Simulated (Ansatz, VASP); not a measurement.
## ZrB in VASP and in Ansatz

INCAR

```
ALGO     = Normal         # electronic algorithm
EDIFF    = 1E-6           # SCF threshold, eV
ENCUT    = 520            # plane-wave cutoff, eV
GGA      = PS             # functional
ISIF     = 2              # what is computed and relaxed
ISMEAR   = 0              # smearing method
LASPH    = True           # aspherical terms in the spheres
LCHARG   = False          # write CHGCAR
LREAL    = False          # projectors in reciprocal space
LWAVE    = False          # write WAVECAR
NBANDS   = 14             # bands
NELM     = 80             # most SCF steps
PREC     = Accurate       # precision mode
SIGMA    = 0.15           # smearing width, eV
```

Contents of KPOINTS:

```
k-points
0
Gamma
  18 18 18
```

File POSCAR:

```
ZrB
1.0
    0.0000000000      2.3250000000      2.3250000000
    2.3250000000      0.0000000000      2.3250000000
    2.3250000000      2.3250000000      0.0000000000
Zr B
1 1
Direct
    0.0000000000      0.0000000000      0.0000000000
    0.4327956989      0.4327956989      0.5672043011
```

Input for Ansatz:

```yaml
crystal:
  lattice:
    - [0.0, 2.325, 2.325]
    - [2.325, 0.0, 2.325]
    - [2.325, 2.325, 0.0]
  atoms:
    - { symbol: Zr, position: [0.0, 0.0, 0.0] }
    - { symbol: B, position: [0.4327956989, 0.4327956989, 0.5672043011] }
basis:
  ecutwfc: 420
kpoints:
  mp_grid: { grid: [18, 18, 18] }
hamiltonian:
  xc: pbesol
scf:
  occupations: { method: gaussian, width: 0.15 }
output:
  forces: true
  stress: true
  eigenvalues: true
```

Change from the starting cell: all B atoms moved +0.312 Å, as atom 2 towards its neighbour atom 1 (Zr) at 2.325 Å.

Alike in both runs: task single point; functional PBEsol; k mesh 18 × 18 × 18; occupations gaussian, width 0.15 eV; no spin polarisation.

|  | VASP | Ansatz |
| --- | --- | --- |
| version | VASP 6.6.1 | Ansatz 0.2.0 |
| potentials or method | VASP PAW PBE potentials, release 64 (Zr_sv, B), cutoff 520 eV | scalar-relativistic, plane waves, PAW |
| valence electrons in the cell | 15 | 15 |

VASP gave:

```
gap on the k mesh at the Fermi level (eV) : none
rms of the force components (eV/Å)        : 2.435
```

Estimate Ansatz's values.

gap on the k mesh at the Fermi level (eV): none; rms of the force components (eV/Å): 2.420.

VASP's potentials were made for PBE, not for PBEsol. Atom by atom the forces differ by 0.015 eV/Å (rms over components). A gap of «none» marks a metal or a gap that the smearing closes. The functional is the same, so the differences come from potentials, cutoffs and numerics.
